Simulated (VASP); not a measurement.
# TiN (Fm-3m) in VASP: single point with r2SCAN+U

Aim: the single point of TiN with r2SCAN+U.

Program: VASP 6.6.1. These are calculated values, not measurements. Logs are shortened: lines on timing, memory, paths and dates and some standing lists are left out, and cuts for length are marked.

## 1. The cell of the first run

It takes space group Fm-3m (No. 225, cubic). The conventional cell has a = 4.225 Å, b = 4.225 Å, c = 4.225 Å, α = 90.00°, β = 90.00°, γ = 90.00°. Within 2.8 Å of Ti (site symmetry m-3m) lie 6 N at 2.11 Å. Within 2.8 Å of N (site symmetry m-3m) lie 6 Ti at 2.11 Å.

## 2. Single point, r2SCAN+U, collinear spin

POSCAR

```
TiN
1.0
    0.0000000000      2.1125000000      2.1125000000
    2.1125000000      0.0000000000      2.1125000000
    2.1125000000      2.1125000000      0.0000000000
Ti N
1 1
Direct
    0.0000000000      0.0000000000      0.0000000000
    0.5000000000      0.5000000000      0.5000000000
```

INCAR.step1

```
PREC = Accurate ; ENCUT = 1460
ISMEAR = 0 ; SIGMA = 0.03
LREAL = F ; LASPH = T
NELM = 200 ; ISPIN = 2
MAGMOM = 1 0 ; LMAXMIX = 4
LDAU = T ; LDAUTYPE = 2
LDAUL = 2 -1 ; LDAUU = 3 0
LDAUJ = 0 0 ; NBANDS = 20
GGA = PE ; ALGO = Normal
EDIFF = 1E-5 ; LWAVE = T
LCHARG = F ; GGA_COMPAT = F
```

INCAR.step2

```
PREC = Accurate ; ENCUT = 1460
EDIFF = 1E-6 ; ISMEAR = 0
SIGMA = 0.03 ; LREAL = F
LASPH = T ; NELM = 200
ALGO = Normal ; ISIF = 2
LWAVE = F ; LCHARG = F
ISPIN = 2 ; MAGMOM = 1 0
LORBIT = 11 ; LMAXMIX = 4
LDAU = T ; LDAUTYPE = 2
LDAUL = 2 -1 ; LDAUU = 3 0
LDAUJ = 0 0 ; LDAUPRINT = 1
METAGGA = R2SCAN ; LMIXTAU = T
NBANDS = 20 ; ISTART = 1
GGA_COMPAT = F
```

KPOINTS

```
Automatic mesh
0
Gamma
  8 8 8
```

Potentials or basis: VASP PAW PBE potentials, release 64 (Ti_sv, N_h).

The run is started by

```
$ cat potpaw_PBE.64/Ti_sv/POTCAR potpaw_PBE.64/N_h/POTCAR > POTCAR
$ cp INCAR.step1 INCAR
$ mpirun -np 1 vasp_std > vasp.out
$ cp INCAR.step2 INCAR
$ mpirun -np 1 vasp_std > vasp.out
```

OUTCAR:

```text
PREC = Accurate
   ENCUT = 1460
   EDIFF = 1E-6
   ISMEAR = 0
   LREAL = F
   LASPH = T
   NELM = 200
   ISIF = 2
   ISPIN = 2
   LORBIT = 11
   METAGGA = R2SCAN
   ISTART = 1

 ion  position               nearest neighbor table
   1  0.000  0.000  0.000-   2 2.11   2 2.11   2 2.11   2 2.11   2 2.11   2 2.11
   2  0.500  0.500  0.500-   1 2.11   1 2.11   1 2.11   1 2.11   1 2.11   1 2.11

  LATTYP: Found a face centered cubic cell.
 ALAT       =     4.2250000000

  Lattice vectors:

 A1 = (   0.0000000000,   2.1125000000,   2.1125000000)
 A2 = (   2.1125000000,   0.0000000000,   2.1125000000)
 A3 = (   2.1125000000,   2.1125000000,   0.0000000000)

Analysis of symmetry for initial positions (statically):
=====================================================================
 Subroutine PRICEL returns:
 Original cell was already a primitive cell.

 Routine SETGRP: Setting up the symmetry group for a
 face centered cubic supercell.

 Subroutine GETGRP returns: Found 48 space group operations
 (whereof 48 operations were pure point group operations)
 out of a pool of 48 trial point group operations.

The static configuration has the point symmetry O_h .

Analysis of symmetry for dynamics (positions and initial velocities):
=====================================================================
 Subroutine PRICEL returns:
 Original cell was already a primitive cell.

 Routine SETGRP: Setting up the symmetry group for a
 face centered cubic supercell.

 Subroutine GETGRP returns: Found 48 space group operations
 (whereof 48 operations were pure point group operations)
 out of a pool of 48 trial point group operations.

The dynamic configuration has the point symmetry O_h .

Analysis of structural, dynamic, and magnetic symmetry:
=====================================================================
 Subroutine PRICEL returns:
 Original cell was already a primitive cell.

 Routine SETGRP: Setting up the symmetry group for a
 face centered cubic supercell.

 Subroutine GETGRP returns: Found 48 space group operations
 (whereof 48 operations were pure point group operations)
 out of a pool of 48 trial point group operations.

The overall configuration has the point symmetry O_h .

 Subroutine INISYM returns: Found 48 space group operations
 (whereof 48 operations are pure point group operations),
 and found     1 'primitive' translations

----------------------------------------------------------------------------------------

                                     Primitive cell

  volume of cell :      18.8547

  direct lattice vectors                    reciprocal lattice vectors
     0.000000000  2.112500000  2.112500000    -0.236686391  0.236686391  0.236686391
     2.112500000  0.000000000  2.112500000     0.236686391 -0.236686391  0.236686391
     2.112500000  2.112500000  0.000000000     0.236686391  0.236686391 -0.236686391

  length of vectors
     2.987526151  2.987526151  2.987526151     0.409952854  0.409952854  0.409952854

  position of ions in fractional coordinates (direct lattice)
     0.000000000  0.000000000  0.000000000
     0.500000000  0.500000000  0.500000000

  ion indices of the primitive-cell ions
   primitive index   ion index
                 1           1
                 2           2

----------------------------------------------------------------------------------------

 KPOINTS: Automatic mesh

Automatic generation of k-mesh.
 Grid dimensions read from file:
 generate k-points for:    8    8    8

 Generating k-lattice:

  Cartesian coordinates                     Fractional coordinates (reciprocal lattice)
    -0.029585799  0.029585799  0.029585799     0.125000000  0.000000000  0.000000000
     0.029585799 -0.029585799  0.029585799     0.000000000  0.125000000  0.000000000
     0.029585799  0.029585799 -0.029585799     0.000000000  0.000000000  0.125000000

  Length of vectors
     0.051244107  0.051244107  0.051244107

  Shift w.r.t. Gamma in fractional coordinates (k-lattice)
     0.000000000  0.000000000  0.000000000

 Subroutine IBZKPT returns following result:
 ===========================================

 Found     29 irreducible k-points:

 Following reciprocal coordinates:
            Coordinates               Weight
  0.000000  0.000000  0.000000      1.000000
  0.125000  0.000000  0.000000      8.000000
  0.250000  0.000000  0.000000      8.000000
  0.375000  0.000000  0.000000      8.000000
  0.500000  0.000000  0.000000      4.000000
  0.125000  0.125000  0.000000      6.000000
[... 16 lines left out ...]
  0.500000  0.250000  0.125000     48.000000
 -0.375000  0.250000  0.125000     24.000000
 [... further k-points ...]
   k-points           NKPTS =     29   k-points in BZ     NKDIM =     29   number of bands    NBANDS=     20
   number of dos      NEDOS =    301   number of ions     NIONS =      2
   total plane-waves  NPLWV =  64000
   dimension x,y,z NGX =    40 NGY =   40 NGZ =   40
   dimension x,y,z NGXF=    80 NGYF=   80 NGZF=   80
   ions per type =               1   1
   NGX,Y,Z   is equivalent  to a cutoff of  22.26, 22.26, 22.26 a.u.
   NGXF,Y,Z  is equivalent  to a cutoff of  44.52, 44.52, 44.52 a.u.
 SYSTEM =  unknown system
   PREC   = accura    normal or accurate (medium, high low for compatibility)
   ISTART =      1    job   : 0-new  1-cont  2-samecut
   ICHARG =      0    charge: 1-file 2-atom 10-const
   ISPIN  =      2    spin polarized calculation?
   LNONCOLLINEAR =      F non collinear calculations
   LSORBIT =      F    spin-orbit coupling
   LASPH  =      T    aspherical Exc in radial PAW
   ENCUT  = 1460.0 eV 107.31 Ry   10.36 a.u.   9.31  9.31  9.31*2*pi/ulx,y,z
   NELM   =    200;   NELMIN=  2; NELMDL=  0     # of ELM steps
   EDIFF  = 0.1E-05   stopping-criterion for ELM
   LREAL  =      F    real-space projection
   EDIFFG = 0.1E-04   stopping-criterion for IOM
   NSW    =      0    number of steps for IOM
   IBRION =     -1    ionic relax: 0-MD 1-quasi-New 2-CG
   NFREE  =      0    steps in history (QN), initial steepest desc. (CG)
   ISIF   =      2    stress and relaxation
   ISYM   =      2    0-nonsym 1-usesym 2-fastsym
   POTIM  = 0.5000    time-step for ionic-motion
   TEBEG  =    0.0;   TEEND  =   0.0 temperature during run
   PSTRESS=    0.0 pullay stress
   NELECT =      17.0000    total number of electrons
   NUPDOWN=      -1.0000    fix difference up-down
   EMIN   =  10.00;   EMAX   =-10.00  energy-range for DOS
   EFERMI =   0.00;   METHOD = LEGACY
   ISMEAR =     0;   SIGMA  =   0.03  broadening in eV -4-tet -1-fermi 0-gaus
   EFERMI_NEDOS =   21; number of points for ismear=-14 and -15
   IALGO  =     38    algorithm
   IMIX   =      4    mixing-type and parameters
     AMIX     =   0.40;   BMIX     =  1.00
     AMIX_MAG =   1.60;   BMIX_MAG =  1.00
  volume/ion in A,a.u.               =       9.43        63.62
  Fermi-wavevector in a.u.,A,eV,Ry     =   1.581555  2.988706 34.032492  2.501318
  Thomas-Fermi vector in A             =   2.681613
   LORBIT       =     11    0 simple, 1 ext, 2 COOP (PROOUT), +10 PAW based schemes
 LDA+U is selected, type is set to LDAUTYPE =  2
   angular momentum for each species LDAUL =     2   -1
   U (eV)           for each species LDAUU =   3.0  0.0
   J (eV)           for each species LDAUJ =   0.0  0.0
   METAGGA = R2SCAN    functional components
   LHFCALC =     F    Hartree Fock is set to
   AEXX    =    0.0000 exact exchange contribution
   IVDW    =     0    specifies the selected vdW correction
   LEPSILON=     F    determine dielectric tensor
   LRPA    =     F    only Hartree local field effects (RPA)
 spin polarized calculation
 Gauss-broadening in eV      SIGMA  =   0.03
  energy-cutoff  :     1460.00
  volume of cell :       18.85
 maximum number of plane-waves:      2421
 NGX is ok and might be reduce to    40
   NGX = 19   NGY = 19   NGZ = 19

atom =   1  type =  1  l = 2

 onsite density matrix

spin component  1

  0.2063  0.0000  0.0000  0.0000  0.0000
  0.0000  0.2063  0.0000  0.0000 -0.0000
  0.0000  0.0000  0.1975 -0.0000 -0.0000
  0.0000  0.0000 -0.0000  0.2063  0.0000
  0.0000 -0.0000 -0.0000  0.0000  0.1975

spin component  2

  0.1588  0.0000  0.0000  0.0000  0.0000
  0.0000  0.1588  0.0000  0.0000 -0.0000
  0.0000  0.0000  0.1953 -0.0000 -0.0000
  0.0000  0.0000 -0.0000  0.1588  0.0000
  0.0000 -0.0000 -0.0000  0.0000  0.1953

 occupancies and eigenvectors

  o =  0.1588  v =  0.0000  0.0000  0.0000  0.0000  0.0000  1.0000  0.0000  0.0000  0.0000  0.0000      0.0000  0.0000  0.0000  0.0000  0.0000  0.0000  0.0000  0.0000  0.0000  0.0000
  o =  0.1588  v =  0.0000  0.0000  0.0000  0.0000  0.0000  0.0000 -0.9397 -0.0000  0.3421  0.0000      0.0000  0.0000  0.0000  0.0000  0.0000  0.0000  0.0000  0.0000  0.0000  0.0000
  o =  0.1588  v =  0.0000  0.0000  0.0000  0.0000  0.0000  0.0000 -0.3421 -0.0000 -0.9397 -0.0000      0.0000  0.0000  0.0000  0.0000  0.0000  0.0000  0.0000  0.0000  0.0000  0.0000
  o =  0.1953  v =  0.0000  0.0000  0.0000  0.0000  0.0000  0.0000 -0.0000 -0.0070  0.0000 -1.0000      0.0000  0.0000  0.0000  0.0000  0.0000  0.0000  0.0000  0.0000  0.0000  0.0000
  o =  0.1953  v =  0.0000  0.0000  0.0000  0.0000  0.0000  0.0000 -0.0000  1.0000 -0.0000 -0.0070      0.0000  0.0000  0.0000  0.0000  0.0000  0.0000  0.0000  0.0000  0.0000  0.0000
  o =  0.1975  v =  0.0000 -0.0000  0.0108  0.0000  0.9999  0.0000  0.0000  0.0000  0.0000  0.0000      0.0000  0.0000  0.0000  0.0000  0.0000  0.0000  0.0000  0.0000  0.0000  0.0000
  o =  0.1975  v =  0.0000 -0.0000 -0.9999 -0.0000  0.0108  0.0000  0.0000  0.0000  0.0000  0.0000      0.0000  0.0000  0.0000  0.0000  0.0000  0.0000  0.0000  0.0000  0.0000  0.0000
  o =  0.2063  v =  1.0000  0.0000  0.0000  0.0000  0.0000  0.0000  0.0000  0.0000  0.0000  0.0000      0.0000  0.0000  0.0000  0.0000  0.0000  0.0000  0.0000  0.0000  0.0000  0.0000
  o =  0.2063  v =  0.0000 -0.3122 -0.0000  0.9500 -0.0000  0.0000  0.0000  0.0000  0.0000  0.0000      0.0000  0.0000  0.0000  0.0000  0.0000  0.0000  0.0000  0.0000  0.0000  0.0000
  o =  0.2063  v =  0.0000 -0.9500  0.0000 -0.3122 -0.0000  0.0000  0.0000  0.0000  0.0000  0.0000      0.0000  0.0000  0.0000  0.0000  0.0000  0.0000  0.0000  0.0000  0.0000  0.0000

 number of electron      17.0000000 magnetization       0.1851441

 Free energy of the ion-electron system (eV)
  ---------------------------------------------------
  ext. energy  EPLUGINS =         0.00000000
  ---------------------------------------------------
  free energy    TOTEN  =       -23.67144025 eV

  energy without entropy =      -23.67111752  energy(sigma->0) =      -23.67127888

 E-fermi :  12.7406     XC(G=0): -13.9538

 val. band max:       12.6561278762   @ k =   0.1250   0.0000   0.0000
 cond. band min:      12.7718617087   @ k =   0.5000   0.2500   0.1250
 fundamental gap:      0.1157338325
 Fermi energy:        12.7406472360

 spin component 1

 k-point     1 :       0.0000    0.0000    0.0000
  band No.  band energies     occupation
      1     -48.6375      1.00000
      2     -23.5457      1.00000
      3     -23.5457      1.00000
      4     -23.5457      1.00000
      5      -6.0332      1.00000
      6       9.9761      1.00000
[... 12 lines left out ...]
     19      40.7140      0.00000
[... 513 lines left out ...]
      4     -23.6568      1.00000
      5      -3.7953      1.00000
      6       4.7124      1.00000
[... 12 lines left out ...]
     19      36.6202      0.00000
     20      40.6691      0.00000

 [... further k-points ...]

 spin component 2

 k-point     1 :       0.0000    0.0000    0.0000
  band No.  band energies     occupation
      1     -48.4472      1.00000
      2     -23.3542      1.00000
      3     -23.3542      1.00000
      4     -23.3542      1.00000
      5      -5.9946      1.00000
      6       9.9913      1.00000
[... 12 lines left out ...]
     19      40.7902      0.00000
[... 513 lines left out ...]
      4     -23.4649      1.00000
      5      -3.7716      1.00000
      6       4.8100      1.00000
[... 12 lines left out ...]
     19      36.7418      0.00000
     20      40.7278      0.00000

 [... further k-points ...]

------------------------ aborting loop because EDIFF is reached ----------------------------------------

  FORCE on cell =-STRESS in cart. coord.  units (eV):
  Direction    XX          YY          ZZ          XY          YZ          ZX
  --------------------------------------------------------------------------------------
  -------------------------------------------------------------------------------------
  Total        1.5254972      1.5254972      1.5254972      0.0000000      0.0000000      0.0000000
  in kB      129.6288997    129.6288997    129.6288997      0.0000000      0.0000000      0.0000000
  external PRESSURE =     129.6288997 kB  Pullay stress =       0.0000000 kB

 VOLUME and BASIS-vectors are now :
 -----------------------------------------------------------------------------
  energy-cutoff  :     1460.00
  volume of cell :       18.85
      direct lattice vectors                 reciprocal lattice vectors
     0.000000000  2.112500000  2.112500000    -0.236686391  0.236686391  0.236686391
     2.112500000  0.000000000  2.112500000     0.236686391 -0.236686391  0.236686391
     2.112500000  2.112500000  0.000000000     0.236686391  0.236686391 -0.236686391

 POSITION                                       TOTAL-FORCE (eV/Angst)
 -----------------------------------------------------------------------------------
      0.00000      0.00000      0.00000         0.000000      0.000000      0.000000
      2.11250      2.11250      2.11250        -0.000000      0.000000      0.000000
 -----------------------------------------------------------------------------------
    total drift:                                0.000000     -0.000000     -0.000000

  FREE ENERGIE OF THE ION-ELECTRON SYSTEM (eV)
  ---------------------------------------------------
  free  energy   TOTEN  =       -23.6714402497 eV

  energy  without entropy=      -23.6711175188  energy(sigma->0) =      -23.67127888

 total charge

# of ion       s       p       d       tot
------------------------------------------
    1        2.190   6.247   1.852  10.290
    2        0.726   1.523   0.000   2.249
--------------------------------------------------
tot          2.916   7.771   1.852  12.539

 magnetization (x)

# of ion       s       p       d       tot
------------------------------------------
    1        0.002   0.001   0.146   0.149
    2        0.000   0.003   0.000   0.003
--------------------------------------------------
tot          0.002   0.004   0.146   0.152
```

Wall time 5.7 min (1 thread of Intel Xeon Platinum 8259CL at 2.50GHz (Skylake/Cascade Lake), shared host); peak memory 0.37 GiB.

What came out:

```
Free energy                                           : -23.6714 eV
Pressure                                              : 13.0 GPa
Net moment                                            : 0.19 μB per cell
Site moments                                          : Ti +0.15; N +0.00 μB
Valence electrons inside the program's atomic spheres : Ti 10.29; N 2.25
```

Levels at points of the mesh, in eV from the Fermi level:
Spin up:
| k point | band 6 | band 7 | band 8 | band 9 | band 10 | band 11 | band 12 | band 13 |
| --- | --- | --- | --- | --- | --- | --- | --- | --- |
| (0.00, 0.00, 0.00) | -2.76 | -2.76 | -2.76 | -0.81 | -0.81 | -0.81 | 0.56 | 0.56 |
| (0.50, 0.00, 0.00) | -9.01 | -6.18 | -6.18 | 1.62 | 1.62 | 2.27 | 5.87 | 5.88 |
| (0.50, 0.50, 0.00) | -6.80 | -4.05 | -4.05 | -3.38 | 1.68 | 2.33 | 2.33 | 3.71 |
Spin down:
```csv
k point,band 6,band 7,band 8,band 9,band 10,band 11
"(0.00, 0.00, 0.00)",-2.75,-2.75,-2.75,-0.44,-0.44,-0.44
"(0.50, 0.00, 0.00)",-8.90,-6.13,-6.13,2.00,2.00,2.60
"(0.50, 0.50, 0.00)",-6.75,-4.02,-4.02,-3.07,1.76,2.74
```

Eigenvalues of the final occupation matrices:
```csv
site,spin,trace,eigenvalues
site 1 d,1,1.01,0.20 0.20 0.21 0.21 0.21
site 1 d,2,0.87,0.16 0.16 0.16 0.20 0.20
```

Caveat: the cell stands under pressure; a moment this small can come from the mesh or the smearing; the PAW data sets were made with another functional, which shifts forces and pressure a little.
